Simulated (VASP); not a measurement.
Set up this calculation in VASP 6.6.1, as the native input.

- Task: single point
- Functional: PBE
- Potentials or basis: VASP PAW PBE potentials, release 64 (Zn, Se, S)
- Cutoff: 520 eV
- k mesh: 4 × 4 × 4
- Occupations: gaussian, width 0.1 eV
- Spin: no spin polarisation
- Dipole correction: no
- Further INCAR settings: ALGO = Normal; EDIFF = 1e-06; NBANDS = 46

The structure of Zn4SeS3 lies in POSCAR:

```
Zn4SeS3
1.0
   -2.7579711000      2.7579711000      5.5128443000
    2.7579711000     -2.7579711000      5.5128443000
    2.7579711000      2.7579711000     -5.5128443000
Zn Se S
4 1 3
Direct
    0.3701030000      0.8863950000      0.0000000000
    0.1136050000      0.1136050000      0.4837080000
    0.8863950000      0.3701030000      0.0000000000
    0.6298970000      0.6298970000      0.5162920000
    0.5000000000      0.5000000000      0.0000000000
    0.7500000000      0.2500000000      0.5000000000
    0.2500000000      0.7500000000      0.5000000000
    0.0000000000      0.0000000000      0.0000000000
```

These files were run (other wordings do the same):

INCAR

```
SYSTEM = Zn4SeS3
PREC     = Accurate       ! precision mode
ENCUT    = 520            ! plane-wave cutoff, eV
EDIFF    = 1E-6           ! SCF threshold, eV
ISMEAR   = 0              ! smearing method
SIGMA    = 0.1            ! smearing width, eV
LREAL    = .FALSE.        ! projectors in reciprocal space
LASPH    = .TRUE.         ! aspherical terms in the spheres
NELM     = 100            ! most SCF steps
ALGO     = Normal         ! electronic algorithm
ISIF     = 2              ! what is computed and relaxed
LWAVE    = .FALSE.        ! write WAVECAR
LCHARG   = .TRUE.         ! write CHGCAR
GGA      = PE             ! functional
LELF     = .TRUE.         ! ELF
LVHAR    = .TRUE.       
NBANDS   = 46             ! bands
```

KPOINTS

```
Automatic mesh
0
G
  4 4 4
  0 0 0
```

Potentials or basis: VASP PAW PBE potentials, release 64 (Zn, Se, S).

Command:

```sh
$ cat potpaw_PBE.64/Zn/POTCAR potpaw_PBE.64/Se/POTCAR potpaw_PBE.64/S/POTCAR > POTCAR
$ mpirun -np 1 vasp_std > vasp.out
```

Results of the run:

| Quantity | Value |
| --- | --- |
| Pressure | 0.2 GPa |
| Largest force | 0.005 eV/Å |
| Band gap on the k mesh | 1.77 eV |

It took 2.4 min on 1 thread of AMD EPYC 7R13 Processor (Zen 3), on a shared host, peak memory 0.35 GiB.
